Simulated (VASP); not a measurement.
# Mn (Im-3m) in VASP: a series of runs

The runs below take Mn through single point, relaxation of cell and atoms, with BLYP.

All numbers are computed with VASP 6.6.1; they aren't measurements. Logs are shortened: lines on timing, memory, paths and dates and some standing lists are left out, and cuts for length are marked.

### Step 1. The cell of the first run

The structure is cubic, space group Im-3m (No. 229). The conventional cell has a = 2.928 Å, b = 2.928 Å, c = 2.928 Å, α = 90.00°, β = 90.00°, γ = 90.00°. Within 3.3 Å of Mn (site symmetry m-3m) lie 14 Mn at 2.54 to 2.93 Å.

### Step 2. Single point, BLYP (volume scaled by 1.12)

INCAR reads:

```
AGGAC = 1.0 ; AGGAX = 1.0
ALDAC = 0.0 ; ALDAX = 1.0
ALGO = Normal ; EDIFF = 1E-6
ENCUT = 520 ; GGA = B5
ISIF = 2 ; ISMEAR = -1
LASPH = True ; LCHARG = False
LREAL = False ; LWAVE = False
NBANDS = 12 ; NELM = 80
PREC = Accurate ; SIGMA = 0.1
```

KPOINTS reads:

```
k-points
0
Gamma
  18 18 18
```

POSCAR reads:

```
Mn
1.0
   -1.4642174028      1.4642174028      1.4642174028
    1.4642174028     -1.4642174028      1.4642174028
    1.4642174028      1.4642174028     -1.4642174028
Mn
1
Direct
    0.0000000000      0.0000000000      0.0000000000
```

Potentials or basis: VASP PAW PBE potentials, release 64 (Mn_pv).

Run with:

```bash
> cat potpaw_PBE.64/Mn_pv/POTCAR > POTCAR
> mpirun -np 1 vasp_std > vasp.out
```

OUTCAR:

```text
EDIFF = 1E-6
   ENCUT = 520
   GGA = B5
   ISIF = 2
   ISMEAR = -1
   LASPH = True
   LREAL = False
   NELM = 80
   PREC = Accurate

 ion  position               nearest neighbor table
   1  0.000  0.000  0.000-

  LATTYP: Found a body centered cubic cell.
 ALAT       =     2.9284348056

  Lattice vectors:

 A1 = (  -1.4642174028,   1.4642174028,   1.4642174028)
 A2 = (   1.4642174028,  -1.4642174028,   1.4642174028)
 A3 = (   1.4642174028,   1.4642174028,  -1.4642174028)

Analysis of symmetry for initial positions (statically):
=====================================================================
 Subroutine PRICEL returns:
 Original cell was already a primitive cell.

 Routine SETGRP: Setting up the symmetry group for a
 body centered cubic supercell.

 Subroutine GETGRP returns: Found 48 space group operations
 (whereof 48 operations were pure point group operations)
 out of a pool of 48 trial point group operations.

The static configuration has the point symmetry O_h .

Analysis of symmetry for dynamics (positions and initial velocities):
=====================================================================
 Subroutine PRICEL returns:
 Original cell was already a primitive cell.

 Routine SETGRP: Setting up the symmetry group for a
 body centered cubic supercell.

 Subroutine GETGRP returns: Found 48 space group operations
 (whereof 48 operations were pure point group operations)
 out of a pool of 48 trial point group operations.

The dynamic configuration has the point symmetry O_h .

 Subroutine INISYM returns: Found 48 space group operations
 (whereof 48 operations are pure point group operations),
 and found     1 'primitive' translations

----------------------------------------------------------------------------------------

                                     Primitive cell

  volume of cell :      12.5567

  direct lattice vectors                    reciprocal lattice vectors
    -1.464217403  1.464217403  1.464217403     0.000000000  0.341479345  0.341479345
     1.464217403 -1.464217403  1.464217403     0.341479345  0.000000000  0.341479345
     1.464217403  1.464217403 -1.464217403     0.341479345  0.341479345  0.000000000

  length of vectors
     2.536098935  2.536098935  2.536098935     0.482924721  0.482924721  0.482924721

  position of ions in fractional coordinates (direct lattice)
     0.000000000  0.000000000  0.000000000

  ion indices of the primitive-cell ions
   primitive index   ion index
                 1           1

----------------------------------------------------------------------------------------

 KPOINTS: k-points

Automatic generation of k-mesh.
 Grid dimensions read from file:
 generate k-points for:   18   18   18

 Generating k-lattice:

  Cartesian coordinates                     Fractional coordinates (reciprocal lattice)
     0.000000000  0.018971075  0.018971075     0.055555556  0.000000000  0.000000000
     0.018971075  0.000000000  0.018971075     0.000000000  0.055555556  0.000000000
     0.018971075  0.018971075  0.000000000     0.000000000  0.000000000  0.055555556

  Length of vectors
     0.026829151  0.026829151  0.026829151

  Shift w.r.t. Gamma in fractional coordinates (k-lattice)
     0.000000000  0.000000000  0.000000000

 Subroutine IBZKPT returns following result:
 ===========================================

 Found    195 irreducible k-points:

 Following reciprocal coordinates:
            Coordinates               Weight
  0.000000  0.000000  0.000000      1.000000
  0.055556  0.000000  0.000000     12.000000
  0.111111  0.000000  0.000000     12.000000
  0.166667  0.000000  0.000000     12.000000
  0.222222  0.000000  0.000000     12.000000
  0.277778  0.000000  0.000000     12.000000
[... 16 lines left out ...]
  0.333333  0.111111  0.000000     48.000000
  0.388889  0.111111  0.000000     48.000000
 [... further k-points ...]
   k-points           NKPTS =    195   k-points in BZ     NKDIM =    195   number of bands    NBANDS=     12
   number of dos      NEDOS =    301   number of ions     NIONS =      1
   total plane-waves  NPLWV =   8000
   dimension x,y,z NGX =    20 NGY =   20 NGZ =   20
   dimension x,y,z NGXF=    40 NGYF=   40 NGZF=   40
   ions per type =               1
   NGX,Y,Z   is equivalent  to a cutoff of  13.11, 13.11, 13.11 a.u.
   NGXF,Y,Z  is equivalent  to a cutoff of  26.22, 26.22, 26.22 a.u.
 SYSTEM =  unknown system
   PREC   = accura    normal or accurate (medium, high low for compatibility)
   ISTART =      0    job   : 0-new  1-cont  2-samecut
   ICHARG =      2    charge: 1-file 2-atom 10-const
   ISPIN  =      1    spin polarized calculation?
   LNONCOLLINEAR =      F non collinear calculations
   LSORBIT =      F    spin-orbit coupling
   LASPH  =      T    aspherical Exc in radial PAW
   ENCUT  =  520.0 eV  38.22 Ry    6.18 a.u.   4.72  4.72  4.72*2*pi/ulx,y,z
   NELM   =     80;   NELMIN=  2; NELMDL= -5     # of ELM steps
   EDIFF  = 0.1E-05   stopping-criterion for ELM
   LREAL  =      F    real-space projection
   EDIFFG = 0.1E-04   stopping-criterion for IOM
   NSW    =      0    number of steps for IOM
   IBRION =     -1    ionic relax: 0-MD 1-quasi-New 2-CG
   NFREE  =      0    steps in history (QN), initial steepest desc. (CG)
   ISIF   =      2    stress and relaxation
   ISYM   =      2    0-nonsym 1-usesym 2-fastsym
   POTIM  = 0.5000    time-step for ionic-motion
   TEBEG  =    0.0;   TEEND  =   0.0 temperature during run
   PSTRESS=    0.0 pullay stress
   NELECT =      13.0000    total number of electrons
   NUPDOWN=      -1.0000    fix difference up-down
   EMIN   =  10.00;   EMAX   =-10.00  energy-range for DOS
   EFERMI =   0.00;   METHOD = LEGACY
   ISMEAR =    -1;   SIGMA  =   0.10  broadening in eV -4-tet -1-fermi 0-gaus
   EFERMI_NEDOS =   21; number of points for ismear=-14 and -15
   IALGO  =     38    algorithm
   IMIX   =      4    mixing-type and parameters
     AMIX     =   0.40;   BMIX     =  1.00
     AMIX_MAG =   1.60;   BMIX_MAG =  1.00
  volume/ion in A,a.u.               =      12.56        84.74
  Fermi-wavevector in a.u.,A,eV,Ry     =   1.656140  3.129651 37.318057  2.742800
  Thomas-Fermi vector in A             =   2.744116
   LORBIT       =      0    0 simple, 1 ext, 2 COOP (PROOUT), +10 PAW based schemes
   GGA     = B5    functional components
   LHFCALC =     F    Hartree Fock is set to
   AEXX    =    0.0000 exact exchange contribution
   IVDW    =     0    specifies the selected vdW correction
   LEPSILON=     F    determine dielectric tensor
   LRPA    =     F    only Hartree local field effects (RPA)
 non-spin polarized calculation
  energy-cutoff  :      520.00
  volume of cell :       12.56
 maximum number of plane-waves:       370
   NGX =  9   NGY =  9   NGZ =  9

 number of electron      13.0000002 magnetization

 Free energy of the ion-electron system (eV)
  ---------------------------------------------------
  ext. energy  EPLUGINS =         0.00000000
  ---------------------------------------------------
  free energy    TOTEN  =        -7.60795939 eV

  energy without entropy =       -7.51842345  energy(sigma->0) =       -7.56319142

 E-fermi :   9.1666     XC(G=0): -12.5393

 val. band max:        9.1649032696   @ k =   0.1667   0.1111   0.0000
 cond. band min:       9.1670695705   @ k =   0.2222   0.0556   0.0000
 fundamental gap:      0.0021663009
 Fermi energy:         9.1665736327

 k-point     1 :       0.0000    0.0000    0.0000
  band No.  band energies     occupation
      1     -38.6519      2.00000
      2     -38.6519      2.00000
      3     -38.6519      2.00000
      4       1.4959      2.00000
      5       7.8458      2.00000
      6       7.8458      2.00000
      7       7.8458      2.00000
      8       9.4772      0.08567
      9       9.4773      0.08566
     10      31.9052      0.00000
     11      31.9052      0.00000
     12      31.9052      0.00000

 k-point     2 :       0.0556    0.0000    0.0000
  band No.  band energies     occupation
      1     -38.6662      2.00000
      2     -38.6566      2.00000
      3     -38.6519      2.00000
      4       1.6179      2.00000
      5       7.8082      2.00000
      6       7.8419      2.00000
      7       7.9166      1.99999
      8       9.4368      0.12574
      9       9.4800      0.08345
     10      31.3712      0.00000
     11      31.8119      0.00000
     12      31.9123      0.00000

 k-point     3 :       0.1111    0.0000    0.0000
  band No.  band energies     occupation
      1     -38.7073      2.00000
      2     -38.6700      2.00000
      3     -38.6519      2.00000
      4       1.9764      2.00000
      5       7.7010      2.00000
      6       7.8210      2.00000
      7       8.1241      1.99994
      8       9.3390      0.30258
      9       9.4891      0.07648
     10      29.9557      0.00000
     11      31.4124      0.00000
     12      31.9315      0.00000
[... 286 lines left out ...]
 k-point    23 :       0.3333    0.1111    0.0000
  band No.  band energies     occupation
      1     -39.0518      2.00000
      2     -38.7997      2.00000
      3     -38.6720      2.00000
      4       5.2662      2.00000
      5       6.8546      2.00000
      6       8.0322      1.99998
      7       9.3268      0.33523
      8       9.7864      0.00406
      9      10.9917      0.00000
     10      19.2822      0.00000
     11      25.0935      0.00000
     12      28.2012      0.00000

 k-point    24 :       0.3889    0.1111    0.0000
  band No.  band energies     occupation
      1     -39.0847      2.00000
      2     -38.8160      2.00000
      3     -38.6723      2.00000
      4       5.3494      2.00000
      5       6.7722      2.00000
      6       8.4694      1.99813
      7       9.3845      0.20335
      8       9.9118      0.00116
      9      11.6445      0.00000
     10      17.6669      0.00000
     11      24.6988      0.00000
     12      27.6680      0.00000

 [... further k-points ...]

------------------------ aborting loop because EDIFF is reached ----------------------------------------

  FORCE on cell =-STRESS in cart. coord.  units (eV):
  Direction    XX          YY          ZZ          XY          YZ          ZX
  --------------------------------------------------------------------------------------
  -------------------------------------------------------------------------------------
  Total       -1.6743706     -1.6743706     -1.6743706      0.0000000      0.0000000     -0.0000000
  in kB     -213.6414400   -213.6414400   -213.6414400      0.0000000      0.0000000     -0.0000000
  external PRESSURE =    -213.6414400 kB  Pullay stress =       0.0000000 kB

 VOLUME and BASIS-vectors are now :
 -----------------------------------------------------------------------------
  energy-cutoff  :      520.00
  volume of cell :       12.56
      direct lattice vectors                 reciprocal lattice vectors
    -1.464217403  1.464217403  1.464217403     0.000000000  0.341479345  0.341479345
     1.464217403 -1.464217403  1.464217403     0.341479345  0.000000000  0.341479345
     1.464217403  1.464217403 -1.464217403     0.341479345  0.341479345  0.000000000

 POSITION                                       TOTAL-FORCE (eV/Angst)
 -----------------------------------------------------------------------------------
      0.00000      0.00000      0.00000        -0.000000      0.000000     -0.000000
 -----------------------------------------------------------------------------------
    total drift:                                0.000000     -0.000000      0.000000

  FREE ENERGIE OF THE ION-ELECTRON SYSTEM (eV)
  ---------------------------------------------------
  free  energy   TOTEN  =        -7.6079593876 eV

  energy  without entropy=       -7.5184234474  energy(sigma->0) =       -7.56319142
```

Wall time 19 s (1 thread of Intel Xeon Platinum 8375C at 2.90GHz (Ice Lake), shared host); peak memory 0.14 GiB.

Results:

- Free energy: -7.6080 eV
- Pressure: -21.4 GPa

Caveat: the cell differs from its parent crystal (volume scaled by 1.12); the PAW data sets were made with another functional, which shifts forces and pressure a little; the run has no spin polarisation, though such a crystal can be magnetic.

### Step 3. Relaxation of cell and atoms, BLYP

This run uses another cell than the first one, of 11.75 Å³/atom, 0.936 times its volume.

INCAR reads:

```
PREC = Accurate
ENCUT = 600
EDIFF = 1E-7
ISMEAR = -1
SIGMA = 0.1
LREAL = False
LASPH = True
NELM = 60
ALGO = Normal
ISIF = 3
LWAVE = False
LCHARG = False
GGA = B5
ALDAX = 1.0
AGGAX = 1.0
AGGAC = 1.0
ALDAC = 0.0
IBRION = 2
NSW = 80
EDIFFG = -0.01
```

KPOINTS reads:

```
Automatic mesh
0
Gamma
  15 15 15
```

POSCAR reads:

```
Mn
1.0
   -1.4321439648      1.4321439648      1.4321439648
    1.4321439648     -1.4321439648      1.4321439648
    1.4321439648      1.4321439648     -1.4321439648
Mn
1
Direct
    0.0000000000      0.0000000000      0.0000000000
```

Potentials or basis: VASP PAW PBE potentials, release 64 (Mn_pv).

Run with:

```bash
> cat potpaw_PBE.64/Mn_pv/POTCAR > POTCAR
> mpirun -np 1 vasp_std > vasp.out
```

Run time: 46 s. Hardware: 1 thread of Intel Xeon Platinum 8375C at 2.90GHz (Ice Lake), shared host; peak memory 0.14 GiB.

It converged, with:

* Free energy: -7.7083 eV
* Relaxed volume: 11.21 Å³/atom
* Relaxed cell: a = 2.442 Å, b = 2.442 Å, c = 2.442 Å, α = 109.47°, β = 109.47°, γ = 109.47°
* Space group after relaxing (to 0.05 Å): Im-3m (No. 229)
* Energy gained by relaxing: 18.5 meV/atom
* Ionic steps: 4
* Pressure after relaxing: 0.0 GPa

The path:
```tsv
step	energy change (eV)	largest force (eV/Å)	pressure (GPa)	volume (Å³)
1	0.0000	0.0000	-10.46	11.75
2	0.0213	0.0000	18.91	10.49
3	-0.0185	0.0000	-0.23	11.22
4	-0.0185	0.0000	0.00	11.21
```

Final structure:
```cif
data_structure
_symmetry_space_group_name_H-M 'P 1'
_symmetry_Int_Tables_number 1
_cell_length_a 2.4417
_cell_length_b 2.4417
_cell_length_c 2.4417
_cell_angle_alpha 109.471
_cell_angle_beta 109.471
_cell_angle_gamma 109.471
_cell_volume 11.21
loop_
_atom_site_label
_atom_site_type_symbol
_atom_site_fract_x
_atom_site_fract_y
_atom_site_fract_z
_atom_site_occupancy
Mn1 Mn 0.00000 0.00000 0.00000 1
```

Levels at points of the mesh, in eV from the Fermi level:
```tsv
k point	band 4	band 5	band 6	band 7	band 8	band 9
(0.00, 0.00, 0.00)	-8.22	-1.54	-1.54	-1.54	0.35	0.35
```

Caveat: the PAW data sets were made with another functional, which shifts forces and pressure a little; the run has no spin polarisation, though such a crystal can be magnetic.
